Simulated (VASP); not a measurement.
# Hf in VASP: notebook, part 2 of 2

VASP 6.6.1. Earlier steps stand in the parts before.

## Step 4: Single point, LDA

INCAR reads:

```
ALGO = Fast
EDIFF = 1E-6
ENCUT = 520
ISIF = 2
ISMEAR = 1
LASPH = True
LCHARG = False
LREAL = False
LWAVE = False
NBANDS = 17
NELM = 100
PREC = Accurate
SIGMA = 0.1
```

KPOINTS reads:

```
k-points
0
Gamma
  16 16 9
```

POSCAR reads:

```
Hf
1.0
    3.1967000000      0.0000000000      0.0000000000
   -1.5983500000      2.7684234083      0.0000000000
    0.0000000000      0.0000000000      5.0578000000
Hf
2
Direct
    0.6707990000      0.3463000000      0.7545060000
    0.3256540000      0.6728700000      0.2466750000
```

Potentials or basis: VASP PAW LDA potentials, release 64 (Hf_pv).

On the command line:

```bash
cat potpaw_LDA.64/Hf_pv/POTCAR > POTCAR
mpirun -np 1 vasp_std > vasp.out
```

OUTCAR:

```text
EDIFF = 1E-6
   ENCUT = 520
   ISIF = 2
   ISMEAR = 1
   LASPH = True
   LREAL = False
   NELM = 100
   PREC = Accurate

 ion  position               nearest neighbor table
   1  0.671  0.346  0.755-   2 3.08   2 3.11   2 3.11   2 3.14   2 3.17   2 3.17
   2  0.326  0.673  0.247-   1 3.08   1 3.11   1 3.11   1 3.14   1 3.17   1 3.17

  LATTYP: Found a hexagonal cell.
 ALAT       =     3.1967000000
 C/A-ratio  =     1.5821941377

  Lattice vectors:

 A1 = (   3.1967000000,   0.0000000000,   0.0000000000)
 A2 = (  -1.5983500000,   2.7684234083,   0.0000000000)
 A3 = (   0.0000000000,   0.0000000000,   5.0578000000)

Analysis of symmetry for initial positions (statically):
=====================================================================
 Subroutine PRICEL returns:
 Original cell was already a primitive cell.

 Routine SETGRP: Setting up the symmetry group for a
 hexagonal supercell.

 Subroutine GETGRP returns: Found  2 space group operations
 (whereof  1 operations were pure point group operations)
 out of a pool of 24 trial point group operations.

The static configuration has the point symmetry C_1 .
 The point group associated with its full space group is S_2 .

Analysis of symmetry for dynamics (positions and initial velocities):
=====================================================================
 Subroutine PRICEL returns:
 Original cell was already a primitive cell.

 Routine SETGRP: Setting up the symmetry group for a
 hexagonal supercell.

 Subroutine GETGRP returns: Found  2 space group operations
 (whereof  1 operations were pure point group operations)
 out of a pool of 24 trial point group operations.

The dynamic configuration has the point symmetry C_1 .
 The point group associated with its full space group is S_2 .

 Subroutine INISYM returns: Found  2 space group operations
 (whereof  1 operations are pure point group operations),
 and found     1 'primitive' translations

[... 106 lines left out ...]
   NUPDOWN=      -1.0000    fix difference up-down
   EMIN   =  10.00;   EMAX   =-10.00  energy-range for DOS
   EFERMI =   0.00;   METHOD = LEGACY
   ISMEAR =     1;   SIGMA  =   0.10  broadening in eV -4-tet -1-fermi 0-gaus
   EFERMI_NEDOS =   21; number of points for ismear=-14 and -15
   IALGO  =     68    algorithm
   IMIX   =      4    mixing-type and parameters
     AMIX     =   0.40;   BMIX     =  1.00
     AMIX_MAG =   1.60;   BMIX_MAG =  1.00
  volume/ion in A,a.u.               =      22.38       151.03
  Fermi-wavevector in a.u.,A,eV,Ry     =   1.251563  2.365112 21.312311  1.566411
  Thomas-Fermi vector in A             =   2.385505
   LORBIT       =      0    0 simple, 1 ext, 2 COOP (PROOUT), +10 PAW based schemes
   GGA     = CA    functional components
   LHFCALC =     F    Hartree Fock is set to
   AEXX    =    0.0000 exact exchange contribution
   IVDW    =     0    specifies the selected vdW correction
   LEPSILON=     F    determine dielectric tensor
   LRPA    =     F    only Hartree local field effects (RPA)
 non-spin polarized calculation
 RMM-DIIS sequential band-by-band and
 Methfessel and Paxton  Order N= 1 SIGMA  =   0.10
  energy-cutoff  :      520.00
  volume of cell :       44.76
 maximum number of plane-waves:      1222
   NGX = 11   NGY = 11   NGZ = 19

 number of electron      19.9999999 magnetization

 Free energy of the ion-electron system (eV)
  ---------------------------------------------------
  ext. energy  EPLUGINS =         0.00000000
  ---------------------------------------------------
  free energy    TOTEN  =       -21.31087167 eV

  energy without entropy =      -21.31128236  energy(sigma->0) =      -21.31100857

 E-fermi :   4.8027     XC(G=0): -11.4686

 val. band max:        4.7964777935   @ k =   0.0000   0.1250   0.4444
 cond. band min:       4.8069498929   @ k =   0.1250  -0.0000   0.4444
 fundamental gap:      0.0104720994
 Fermi energy:         4.8027446431

 k-point     1 :       0.0000    0.0000    0.0000
  band No.  band energies     occupation
      1     -26.1565      2.00000
      2     -25.3991      2.00000
      3     -25.3882      2.00000
      4     -25.2682      2.00000
      5     -25.2660      2.00000
      6     -25.2580      2.00000
[... 457 lines left out ...]
      4     -25.5743      2.00000
      5     -25.4807      2.00000
      6     -25.3525      2.00000
[... 9 lines left out ...]
     16      11.2867      0.00000
     17      11.7970      0.00000

 [... further k-points ...]
[... 5 lines left out ...]
  --------------------------------------------------------------------------------------
  -------------------------------------------------------------------------------------
  Total       -2.0723459     -2.1505906     -2.1719781      0.0570028      0.0079528      0.0116248
  in kB      -74.1782827    -76.9790012    -77.7445543      2.0403777      0.2846650      0.4161032
  external PRESSURE =     -76.3006127 kB  Pullay stress =       0.0000000 kB

 VOLUME and BASIS-vectors are now :
 -----------------------------------------------------------------------------
  energy-cutoff  :      520.00
  volume of cell :       44.76
      direct lattice vectors                 reciprocal lattice vectors
     3.196700000  0.000000000  0.000000000     0.312822598  0.180608211  0.000000000
    -1.598350000  2.768423408  0.000000000     0.000000000  0.361216423  0.000000000
     0.000000000  0.000000000  5.057800000     0.000000000  0.000000000  0.197714421

 POSITION                                       TOTAL-FORCE (eV/Angst)
 -----------------------------------------------------------------------------------
      1.59083      0.95871      3.81614        -0.054246     -0.037247     -0.097260
     -0.03446      1.86279      1.24763         0.054246      0.037247      0.097260
 -----------------------------------------------------------------------------------
    total drift:                               -0.000001     -0.000001      0.000001

  FREE ENERGIE OF THE ION-ELECTRON SYSTEM (eV)
  ---------------------------------------------------
  free  energy   TOTEN  =       -21.3108716704 eV

  energy  without entropy=      -21.3112823628  energy(sigma->0) =      -21.31100857
```

stdout:

```text
POSCAR found type information on POSCAR Hf
 POSCAR found :  1 types and       2 ions
 scaLAPACK will be used
 LDA part: xc-table for (Slater(with rela. corr.)+CA(PZ))
 , standard interpolation
 POSCAR, INCAR and KPOINTS ok, starting setup
 FFT: planning ... GRIDC
 FFT: planning ... GRID_SOFT
 FFT: planning ... GRID
 WAVECAR not read
 entering main loop
```

Run time: 27 min. Hardware: 1 thread of Oxide Virtual Turin-like, shared host; peak memory 0.7 GiB.

What came out:

```yaml
Free_energy: -21.3109 eV
Pressure: -7.6 GPa
Largest_force: 0.117 eV/Å
Band_gap_on_the_k_mesh: zero (band 10 reaches 5.87 eV, above the bottom of band 11 at 4.45 eV)
```

Forces on the atoms (eV/Å):
```
Hf  -0.054 -0.037 -0.097
Hf   0.054  0.037  0.097
```

Caveat: spin-orbit coupling is left out, which moves the levels of the heavy elements.

## Step 5: The runs side by side

```csv
task,level,potentials or basis,cell,k mesh,cutoff (eV),smearing,gap on the mesh (eV),pressure (GPa),largest force (eV/Å)
relaxation of cell and atoms,BLYP+D3(BJ),"VASP PAW PBE potentials, release 64 (Hf_pv)",relaxed,10 × 10 × 5,600,fermi-dirac 0.05 eV,none,0.0,-
single point,r2SCAN,"VASP PAW PBE potentials, release 64 (Hf_pv)",as given,11 × 11 × 6,520,methfessel-paxton 0.05 eV,none,-0.6,0.13
single point,LDA,"VASP PAW LDA potentials, release 64 (Hf_pv)",as given,16 × 16 × 9,520,methfessel-paxton 0.1 eV,none,-7.6,0.12
```

Alike in all rows: no spin polarisation.

Caveats: spin-orbit coupling is left out, which moves the levels of the heavy elements; the PAW data sets were made with another functional, which shifts forces and pressure a little (some runs); pairwise dispersion overbinds metals, which lowers pressure and volume (some runs).

Total energies depend on the potentials used, so only differences within one code and one set of settings carry meaning.
